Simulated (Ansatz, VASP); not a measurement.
Two plane-wave programs on Be3N

```xyz
8
Lattice="4.9439 -0.5685 -0.4097 1.1928 2.5331 0.7289 0.6460 1.4016 5.5624" Properties=species:S:1:pos:R:3 pbc="T T T"
Be    4.9006    1.2785    4.0365
Be    2.2545    3.3664    6.8731
Be    4.5622    0.6390    1.0913
Be    3.0220    0.8705    2.7941
Be    6.9065    2.1631    3.4139
Be    2.5949    0.2224    0.0023
N     3.4311    1.9969    3.9558
N     3.0916    1.3044    1.1745
```

Alike in both runs: functional PBE; k mesh 4 × 6 × 4; occupations gaussian, width 0.1 eV; no spin polarisation.

Ansatz relaxed the structure, and its values are those at the end. VASP's run is a single point on that final structure, the one shown.

|  | VASP | Ansatz |
| --- | --- | --- |
| version | VASP 6.6.1 | Ansatz 0.2.0 |
| potentials or method | VASP PAW PBE potentials, release 64 (Be, N), cutoff 520 eV | scalar-relativistic, plane waves, PAW |
| valence electrons in the cell | 22 | 22 |

Ansatz gave:

| Property | Result |
| --- | --- |
| gap on the k mesh at the Fermi level (eV) | none |
| pressure (GPa) | 0.1 |
| rms of the force components (eV/Å) | 0.008 |

Task: Estimate VASP's values.

Result: gap on the k mesh at the Fermi level (eV): none; pressure (GPa): 0.3; rms of the force components (eV/Å): 0.015.

A gap of «none» marks a metal or a gap that the smearing closes.

The k mesh is coarse, so the values compare programs but aren't converged.
